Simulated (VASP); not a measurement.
**Cr2O (antifluorite type): single point with PBE**

The system is Cr2O (antifluorite type).

```
Cr O
1.0
     0.00000    2.42765    2.42765
     2.42765    0.00000    2.42765
     2.42765    2.42765    0.00000
Cr O
2 1
Direct
  0.25000 0.25000 0.25000
  0.75000 0.75000 0.75000
  0.00000 0.00000 0.00000
```

- Program: VASP 6.6.1
- Task: single point
- Functional: PBE
- Potentials or basis: VASP PAW PBE potentials, release 64 (Cr_pv, O)
- Cutoff: 600 eV
- k mesh: 19 × 19 × 19
- Occupations: fermi-dirac, width 0.0612256 eV
- Spin: no spin polarisation
- Dipole correction: no
- Further INCAR settings: ALGO = Normal; EDIFF = 1e-06; NBANDS = 22

The pressure is 14.8 GPa. The band gap on the k mesh is zero (bands 15 and 16 overlap by 1.17 eV).

Levels at points of the mesh, in eV from the Fermi level:
```tsv
k point	band 13	band 14	band 15	band 16	band 17	band 18
(0.00, 0.00, 0.00)	-3.28	0.78	0.78	0.78	1.50	1.50
```

Wall time 110 s on 1 thread of AMD EPYC 9R45 96-Core Processor (Zen 5), on a shared host, peak memory 0.24 GiB.

Caveat: the cell stands under pressure; the run has no spin polarisation, though such a crystal can be magnetic. With open d or f shells a metallic result of PBE can be an artefact of self-interaction; +U or a hybrid may open a gap.
